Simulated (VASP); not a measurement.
The system is Rh.

```
CELL_PARAMETERS angstrom
2.73098 0.00000 0.00000
-1.36549 2.36510 0.00000
0.00000 0.00000 4.42849
ATOMIC_POSITIONS crystal
Rh 0.66667 0.33333 0.75000
Rh 0.33333 0.66667 0.25000
```

This isn't the form of Rh at room conditions, which is fcc.

| Quantity | Value |
| --- | --- |
| Program | VASP 6.6.1 |
| Task | relaxation of cell and atoms |
| Functional | PBEsol |
| Dispersion | D3(BJ) |
| Potentials or basis | VASP PAW PBE potentials, release 64 (Rh_pv) |
| Cutoff | 600 eV |
| k mesh | 11 × 11 × 6 |
| Occupations | fermi-dirac, width 0.15 eV |
| Spin | no spin polarisation |

At the start: pressure -19.4 GPa; volume 14.30 Å³/atom.

Q: Where does the relaxation end?

A: Over 7 steps the energy falls by 68.3 meV/atom and the volume is 13.26 Å³/atom (-7.3 %); space group P6_3/mmc (No. 194, to 0.1 Å) before and after.

The path:
| step | energy change (eV) | largest force (eV/Å) | pressure (GPa) | volume (Å³) |
| --- | --- | --- | --- | --- |
| 1 | 0.0000 | 0.0000 | -19.38 | 28.60 |
| 2 | 0.9485 | 0.0000 | 92.85 | 22.02 |
| 3 | -0.1357 | 0.0000 | -1.56 | 26.66 |
| 4 | -0.1363 | 0.0000 | -0.41 | 26.56 |
| 5 | -0.1364 | 0.0000 | 0.08 | 26.52 |
| 6 | -0.1365 | 0.0000 | 0.03 | 26.52 |
| 7 | -0.1365 | 0.0000 | 0.04 | 26.52 |

Final structure:
```xyz
2
Lattice="2.6677 0.0000 0.0000 -1.3339 2.3103 0.0000 0.0000 0.0000 4.3033" Properties=species:S:1:pos:R:3 pbc="T T T"
Rh    1.3339    0.7701    3.2275
Rh    0.0000    1.5402    1.0758
```

Caveat: the PAW data sets were made with another functional, which shifts forces and pressure a little.
